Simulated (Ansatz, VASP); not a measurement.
PbS: VASP beside Ansatz

The input INCAR:

```
PREC     = Accurate       # precision mode
ENCUT    = 600            # plane-wave cutoff, eV
EDIFF    = 1E-6           # SCF threshold, eV
ISMEAR   = 0              # smearing method
SIGMA    = 0.02           # smearing width, eV
LREAL    = False          # projectors in reciprocal space
LASPH    = True           # aspherical terms in the spheres
NELM     = 80             # most SCF steps
ALGO     = Normal         # electronic algorithm
ISIF     = 3              # what is computed and relaxed
LWAVE    = False          # write WAVECAR
LCHARG   = False          # write CHGCAR
GGA      = PE             # functional
IBRION   = 2              # ionic algorithm
NSW      = 100            # ionic steps
EDIFFG   = -0.01          # ionic threshold
```

The input KPOINTS:

```
Automatic mesh
0
Gamma
  6 6 6
```

POSCAR

```
PbS
1.0
    5.0307724000      0.0000000000      0.0000000000
   -2.5153862000      4.3567767000      0.0000000000
    0.0000000000      0.0000000000      6.0212141000
Pb S
2 2
Direct
    0.3333333000      0.6666667000      0.2500000000
    0.6666667000      0.3333333000      0.7500000000
    0.6666667000      0.3333333000      0.2500000000
    0.3333333000      0.6666667000      0.7500000000
```

Input for Ansatz:

```yaml
crystal:
  lattice:
    - [5.0307724, 0.0, 0.0]
    - [-2.5153862, 4.3567767, 0.0]
    - [0.0, 0.0, 6.0212141]
  atoms:
    - { symbol: Pb, position: [0.3333333, 0.6666667, 0.25] }
    - { symbol: Pb, position: [0.6666667, 0.3333333, 0.75] }
    - { symbol: S, position: [0.6666667, 0.3333333, 0.25] }
    - { symbol: S, position: [0.3333333, 0.6666667, 0.75] }
basis:
  ecutwfc: 420
kpoints:
  mp_grid: { grid: [6, 6, 6] }
hamiltonian:
  xc: pbe
scf:
  occupations: { method: gaussian, width: 0.02 }
output:
  forces: true
  stress: true
  eigenvalues: true
  write_density: true
  write_potential: true
  elf: true
  volumetric_format: npy
relax:
  adjacent_minimum: "off"
  f_tol: 0.01
  max_steps: 80
  cell: { stress_tol: 0.05 }
```

Alike in both runs: task relaxation of cell and atoms; functional PBE; k mesh 6 × 6 × 6; occupations gaussian, width 0.02 eV; no spin polarisation.

```csv
,VASP,Ansatz
version,VASP 6.6.1,Ansatz 0.2.0
potentials or method,"VASP PAW PBE potentials, release 64 (Pb_d, S), cutoff 600 eV","scalar-relativistic, plane waves, PAW"
valence electrons in the cell,40,40
```

```tsv
	VASP	Ansatz	Ansatz less VASP
gap on the k mesh at the Fermi level, each at its own relaxed structure (eV)	1.45	1.45	-0.005
relaxed volume (Å³/atom)	32.99	32.99	0.000
relaxed length of the cell vector where the two differ most in proportion (Å)	5.031	5.031	0.0000
```

Spin-orbit coupling is off throughout. Noted on VASP's run: the relaxation stopped at its first step, so nothing moved.
